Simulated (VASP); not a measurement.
A run of VASP 6.6.1 is set up as follows.

Contents of INCAR:

```
  PREC = Accurate
  ENCUT = 520
  EDIFF = 1E-6
  ISMEAR = -1
  SIGMA = 0.1
  LREAL = F
  LASPH = T
  NELM = 80
  ALGO = Normal
  ISIF = 2
  LWAVE = F
  LCHARG = F
  GGA = PE
  NBANDS = 16
```

File KPOINTS:

```
Automatic mesh
0
Gamma
  8 8 7
```

File POSCAR:

```
WC
1.0
    2.8177400000      0.0002800000      0.0398600000
   -1.4086300000      2.5900600000     -0.0575100000
    0.0389000000     -0.0423500000      2.9543600000
W C
1 1
Direct
    0.0075795337      0.0135023154     -0.0013130815
    0.6785300000      0.3358700000      0.4501900000
```

Potentials or basis: VASP PAW PBE potentials, release 64 (W_sv, C).

Run with:

```bash
$ cat potpaw_PBE.64/W_sv/POTCAR potpaw_PBE.64/C/POTCAR > POTCAR
$ mpirun -np 1 vasp_std > vasp.out
```

Task: Estimate the band gap on the k mesh.

Result: Zero (band 9 reaches 10.88 eV, above the bottom of band 10 at 10.39 eV).

Task: What does it give for the pressure?

Result: -2.5 GPa.

Task: What does it give for the largest force?

Result: 2.028 eV/Å.

Stress tensor (GPa, compression positive):
```
 24.03  -2.93  -9.72
 -2.93 -11.37  11.44
 -9.72  11.44 -20.15
```

Caveat: spin-orbit coupling is left out, which moves the levels of the heavy elements; forces of over 1 eV/Å act on the atoms, so gaps and moduli don't describe the material at rest.
